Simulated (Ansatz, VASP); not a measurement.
Two plane-wave programs on GaN

File INCAR:

```
SYSTEM = GaN
  PREC = Accurate
  ENCUT = 520
  EDIFF = 1E-6
  ISMEAR = 0
  SIGMA = 0.01
  LREAL = .False.
  LASPH = .True.
  NELM = 100
  ALGO = Normal
  ISIF = 2
  LWAVE = .False.
  LCHARG = .False.
  GGA = PS
  NBANDS = 26
```

File KPOINTS:

```
Automatic mesh
0
Gamma
  15 15 8
  0 0 0
```

File POSCAR:

```
GaN
1.0
    3.1828228670      0.0000000000      0.0000000000
   -1.5914114335      2.7564054586      0.0000000000
    0.0000000000      0.0000000000      5.1856869688
Ga N
2 2
Direct
    0.3333333333      0.6666666667     -0.0275680745
    0.6666666667      0.3333333333      0.4724319255
    0.3333333333      0.6666666667      0.4045680745
    0.6666666667      0.3333333333      0.9045680745
```

Input for Ansatz:

```yaml
crystal:
  lattice:
    - [3.182822867, 0.0, 0.0]
    - [-1.5914114335, 2.7564054586, 0.0]
    - [0.0, 0.0, 5.1856869688]
  atoms:
    - { symbol: Ga, position: [0.3333333333, 0.6666666667, -0.0275680745] }
    - { symbol: Ga, position: [0.6666666667, 0.3333333333, 0.4724319255] }
    - { symbol: "N", position: [0.3333333333, 0.6666666667, 0.4045680745] }
    - { symbol: "N", position: [0.6666666667, 0.3333333333, 0.9045680745] }
basis:
  ecutwfc: 420
  xc_grid: 2
kpoints:
  mp_grid: { grid: [15, 15, 8] }
hamiltonian:
  xc: pbesol
  pseudopotentials: { kind: paw, azcp: { folder: soft_1 } }
scf:
  occupations: { method: fixed }
output:
  forces: true
  stress: true
  eigenvalues: true
  polarization: {}
```

Change from the starting cell: polar distortion scaled by 0.55.

Alike in both runs: task single point; functional PBEsol; k mesh 15 × 15 × 8; no spin polarisation.

```csv
,VASP,Ansatz
version,VASP 6.6.1,Ansatz 0.2.0
potentials or method,"VASP PAW PBE potentials, release 64 (Ga_d, N), cutoff 520 eV","scalar-relativistic, plane waves, PAW"
occupations,"gaussian, width 0.01 eV",fixed
valence electrons in the cell,36,36
```

Ansatz gave:

- gap on the k mesh at the Fermi level (eV): 1.73
- least direct gap on the mesh (eV): 1.73
- pressure (GPa): 5.1
- traceless stress, the component that is largest in VASP (GPa): -10.55
- rms of the force components (eV/Å): 0.775

Task: What did VASP give for the same quantities?

Result: gap on the k mesh at the Fermi level (eV): 1.74; least direct gap on the mesh (eV): 1.74; pressure (GPa): 4.8; traceless stress, the component that is largest in VASP (GPa): -10.16; rms of the force components (eV/Å): 0.763.

VASP's potentials were made for PBE, not for PBEsol, and Ansatz warns of the same on its side. Atom by atom the forces differ by 0.012 eV/Å (rms over components).
